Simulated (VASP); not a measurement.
# C (Cmme) in VASP: further runs, part 2 of 2

VASP 6.6.1.

### Step 3. Single point, LDA

INCAR

```
PREC     = Accurate       # precision mode
ENCUT    = 520            # plane-wave cutoff, eV
EDIFF    = 1E-6           # SCF threshold, eV
ISMEAR   = -1             # smearing method
SIGMA    = 0.1            # smearing width, eV
LREAL    = False          # projectors in reciprocal space
LASPH    = True           # aspherical terms in the spheres
NELM     = 60             # most SCF steps
ALGO     = Normal         # electronic algorithm
ISIF     = 2              # what is computed and relaxed
LWAVE    = False          # write WAVECAR
LCHARG   = False          # write CHGCAR
GGA      = CA             # functional
NBANDS   = 16             # bands
```

KPOINTS

```
Automatic mesh
0
Gamma
  5 5 2
```

POSCAR

```
C
1.0
    2.4561140000      0.0000000000      0.0000000000
   -1.2280744483      2.1270470447      0.0000000000
    0.0000000000      0.0000000000      7.1732680000
C
4
Direct
    0.0833790000      0.9166210000      0.7531380000
    0.5833790000      0.4166210000      0.2468620000
    0.9166210000      0.0833790000      0.2468620000
    0.4166210000      0.5833790000      0.7531380000
```

Potentials or basis: VASP PAW LDA potentials, release 64 (C).

Run with:

```console
cat potpaw_LDA.64/C/POTCAR > POTCAR
mpirun -np 1 vasp_std > vasp.out
```

OUTCAR:

```text
PREC = Accurate
   ENCUT = 520
   EDIFF = 1E-6
   ISMEAR = -1
   LREAL = False
   LASPH = True
   NELM = 60
   ISIF = 2
   GGA = CA

 ion  position               nearest neighbor table
   1  0.083  0.917  0.753-   4 1.42   4 1.42   4 1.42
   2  0.583  0.417  0.247-   3 1.42   3 1.42   3 1.42
   3  0.917  0.083  0.247-   2 1.42   2 1.42   2 1.42
   4  0.417  0.583  0.753-   1 1.42   1 1.42   1 1.42

  LATTYP: Found a hexagonal cell.
 ALAT       =     2.4561140000
 C/A-ratio  =     2.9205761622

  Lattice vectors:

 A1 = (   2.4561140000,   0.0000000000,   0.0000000000)
 A2 = (  -1.2280744483,   2.1270470447,   0.0000000000)
 A3 = (   0.0000000000,   0.0000000000,   7.1732680000)

Analysis of symmetry for initial positions (statically):
=====================================================================
 Subroutine PRICEL returns:
 Original cell was already a primitive cell.

 Routine SETGRP: Setting up the symmetry group for a
 hexagonal supercell.
[... 163 lines left out ...]

  energy without entropy =      -40.38291387  energy(sigma->0) =      -40.38291981

 E-fermi :   4.0191     XC(G=0): -10.3371

 val. band max:        3.0505588820   @ k =   0.4000   0.4000   0.0000
 cond. band min:       5.0184514344   @ k =   0.4000   0.4000   0.0000
 fundamental gap:      1.9678925524
 Fermi energy:         4.0191327608

 k-point     1 :       0.0000    0.0000    0.0000
  band No.  band energies     occupation
      1     -15.4218      2.00000
      2     -15.2322      2.00000
      3      -4.3614      2.00000
      4      -2.9018      2.00000
      5       1.0268      2.00000
      6       1.0328      2.00000
[... 319 lines left out ...]
      3      -8.5779      2.00000
      4      -8.5678      2.00000
      5      -4.7895      2.00000
      6      -4.7825      2.00000
[... 8 lines left out ...]
     15      16.9647      0.00000
     16      17.0458      0.00000

------------------------ aborting loop because EDIFF is reached ----------------------------------------

  FORCE on cell =-STRESS in cart. coord.  units (eV):
  Direction    XX          YY          ZZ          XY          YZ          ZX
  --------------------------------------------------------------------------------------
  -------------------------------------------------------------------------------------
  Total       -0.8671755     -0.9051707     -0.3332134     -0.0329041     -0.0000000      0.0000000
  in kB      -37.0744667    -38.6988783    -14.2459137     -1.4067551     -0.0000000      0.0000000
  external PRESSURE =     -30.0064196 kB  Pullay stress =       0.0000000 kB

 VOLUME and BASIS-vectors are now :
 -----------------------------------------------------------------------------
  energy-cutoff  :      520.00
  volume of cell :       37.48
      direct lattice vectors                 reciprocal lattice vectors
     2.456114000  0.000000000  0.000000000     0.407147225  0.235071013  0.000000000
    -1.228074448  2.127047045  0.000000000     0.000000000  0.470135347  0.000000000
     0.000000000  0.000000000  7.173268000     0.000000000  0.000000000  0.139406474

 POSITION                                       TOTAL-FORCE (eV/Angst)
 -----------------------------------------------------------------------------------
     -0.92089      1.94970      5.40246        -0.053587      0.030938     -0.001962
      0.92120      0.88617      1.77081        -0.053587      0.030938      0.001962
      2.14893      0.17735      1.77081         0.053587     -0.030938      0.001962
      0.30684      1.24087      5.40246         0.053587     -0.030938     -0.001962
 -----------------------------------------------------------------------------------
    total drift:                               -0.000000     -0.000000      0.000000

  FREE ENERGIE OF THE ION-ELECTRON SYSTEM (eV)
  ---------------------------------------------------
  free  energy   TOTEN  =       -40.3829257443 eV

  energy  without entropy=      -40.3829138672  energy(sigma->0) =      -40.38291981
```

OSZICAR:

```text
N       E                     dE             d eps       ncg     rms          rms(c)
DAV:   1     0.335297158199E+02    0.33530E+02   -0.79962E+03   576   0.923E+02
DAV:   2    -0.403424499139E+02   -0.73872E+02   -0.67696E+02   832   0.190E+02
DAV:   3    -0.432091630833E+02   -0.28667E+01   -0.28557E+01   728   0.354E+01
DAV:   4    -0.432350561406E+02   -0.25893E-01   -0.25887E-01   728   0.415E+00
DAV:   5    -0.432355002068E+02   -0.44407E-03   -0.44405E-03   720   0.502E-01    0.930E+00
DAV:   6    -0.410626162459E+02    0.21729E+01   -0.15288E+00   632   0.768E+00    0.529E+00
DAV:   7    -0.403829819474E+02    0.67963E+00   -0.17711E+00   688   0.839E+00    0.144E+00
DAV:   8    -0.403856407444E+02   -0.26588E-02   -0.87484E-02   640   0.179E+00    0.358E-01
DAV:   9    -0.403830075404E+02    0.26332E-02   -0.36059E-03   728   0.398E-01    0.119E-01
DAV:  10    -0.403829285771E+02    0.78963E-04   -0.61822E-04   672   0.160E-01    0.629E-02
DAV:  11    -0.403829256754E+02    0.29017E-05   -0.21484E-05   672   0.286E-02    0.104E-02
DAV:  12    -0.403829257443E+02   -0.68899E-07   -0.20203E-07   480   0.372E-03
   1 F= -.40382926E+02 E0= -.40382920E+02  d E =-.118772E-04
```

Run time: 4 s. Hardware: 1 thread of Intel Xeon 6975P-C (Granite Rapids), shared host; peak memory 0.12 GiB.

Results:

```yaml
Free_energy: -40.3829 eV
Pressure: -3.0 GPa
Largest_force: 0.062 eV/Å
Band_gap_on_the_k_mesh: 1.97 eV
```

Forces in eV/Å, atoms in the order of the input:
```
C   -0.054  0.031 -0.002
C   -0.054  0.031  0.002
C    0.054 -0.031  0.002
C    0.054 -0.031 -0.002
```

Stress tensor (GPa, compression positive):
```
-3.71 -0.14  0.00
-0.14 -3.87  0.00
 0.00  0.00 -1.42
```

Caveat: the k points lie up to 0.59 Å⁻¹ apart. A k mesh can miss the band edges.

### Step 4. Single point, LDA

INCAR

```
SYSTEM = C
  ALGO = Normal
  EDIFF = 1E-6
  ENCUT = 520
  GGA = CA
  ISIF = 2
  ISMEAR = -1
  LASPH = .True.
  LCHARG = .False.
  LREAL = .False.
  LWAVE = .False.
  NBANDS = 16
  NELM = 80
  PREC = Accurate
  SIGMA = 0.1
```

KPOINTS

```
k-points
0
Gamma
  6 6 2
  0 0 0
```

POSCAR is that of step 3.

Run with:

```console
cat potpaw_LDA.64/C/POTCAR > POTCAR
mpirun -np 1 vasp_std > vasp.out
```

Wall time 5.2 s (1 thread of Intel Xeon 6975P-C (Granite Rapids), shared host); peak memory 0.13 GiB.

Results (log left out):

```
Free energy            : -40.3604 eV
Pressure               : -3.0 GPa
Largest force          : 0.020 eV/Å
Band gap on the k mesh : 0.02 eV
```

Forces in eV/Å, atoms in the order of the input:
```
C   -0.017  0.010  0.002
C   -0.017  0.010 -0.002
C    0.017 -0.010 -0.002
C    0.017 -0.010  0.002
```

Stress tensor (GPa, compression positive):
```
-3.71  0.18  0.00
 0.18 -3.49  0.00
 0.00  0.00 -1.71
```

Levels at points of the mesh, in eV from the valence-band top:
| k point | band 5 | band 6 | band 7 | band 8 | band 9 | band 10 | band 11 | band 12 |
| --- | --- | --- | --- | --- | --- | --- | --- | --- |
| (0.00, 0.00, 0.00) | -3.01 | -3.00 | -3.00 | -2.98 | 3.35 | 8.34 | 8.37 | 8.39 |
| (0.50, 0.00, 0.00) | -6.40 | -6.40 | -2.41 | -2.41 | 1.75 | 1.75 | 7.60 | 7.60 |
| (0.50, 0.50, 0.00) | -6.41 | -6.39 | -2.84 | -1.83 | 1.06 | 2.27 | 7.47 | 7.73 |
| (0.00, 0.00, 0.50) | -3.00 | -3.00 | -2.99 | -2.99 | 5.42 | 5.64 | 8.36 | 8.37 |
| (0.50, 0.00, 0.50) | -6.40 | -6.40 | -2.36 | -2.36 | 1.62 | 1.62 | 7.60 | 7.60 |
| (0.50, 0.50, 0.50) | -6.40 | -6.40 | -2.40 | -2.32 | 1.58 | 1.65 | 7.59 | 7.61 |

Caveat: the k points lie up to 0.49 Å⁻¹ apart.

### Step 5. The runs side by side

```tsv
k mesh	gap on the mesh (eV)	pressure (GPa)	largest force (eV/Å)
3 × 3 × 1	0.31	-1.3	0.03
5 × 5 × 2	1.97	-3.0	0.06
6 × 6 × 2	0.02	-3.0	0.02
```

Alike in all rows: task single point; level LDA; potentials or basis VASP PAW LDA potentials, release 64 (C); no spin polarisation; cell as given; cutoff (eV) 520; smearing fermi-dirac 0.1 eV.

Caveats: all runs use coarse meshes.

Absolute energies hang on the potentials; compare differences alone.
